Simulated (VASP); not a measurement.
ZnAu, 2 atoms in the cell. The structure is tetragonal, space group P4/mmm (No. 123). The conventional cell has a = 3.084 Å, b = 3.084 Å, c = 3.147 Å, α = 90.00°, β = 90.00°, γ = 90.00°. Zn (site symmetry 4/mmm) has 8 Au at 2.69 Å and 6 Zn at 3.08 to 3.15 Å within 3.5 Å. Au (site symmetry 4/mmm) has 8 Zn at 2.69 Å and 6 Au at 3.08 to 3.15 Å within 3.5 Å.  This cell differs from its parent crystal: equal xx and yy strain of -2 %.

| Item | Value |
| --- | --- |
| Program | VASP 6.6.1 |
| Task | single point |
| Functional | PBEsol |
| Potentials or basis | VASP PAW PBE potentials, release 64 (Zn, Au) |
| Cutoff | 520 eV |
| k mesh | 13 × 13 × 13 |
| Occupations | fermi-dirac, width 0.05 eV |
| Spin | no spin polarisation |
| Dipole correction | no |
| Further INCAR settings | ALGO = Normal; EDIFF = 1e-07; NBANDS = 18 |

Potentials or basis: VASP PAW PBE potentials, release 64 (Zn, Au).

Command:

```console
$ cat potpaw_PBE.64/Zn/POTCAR potpaw_PBE.64/Au/POTCAR > POTCAR
$ mpirun -np 1 vasp_std > vasp.out
```

Hardware: 1 thread of Intel(R) Xeon(R) 6975P-C (Granite Rapids), on a shared host.

**Question.** How long does it take, and how much memory?

**Answer.** Wall time 49 s on 1 thread of Intel(R) Xeon(R) 6975P-C (Granite Rapids), on a shared host, peak memory 0.22 GiB. Counts: scf iterations 13, k points 196.
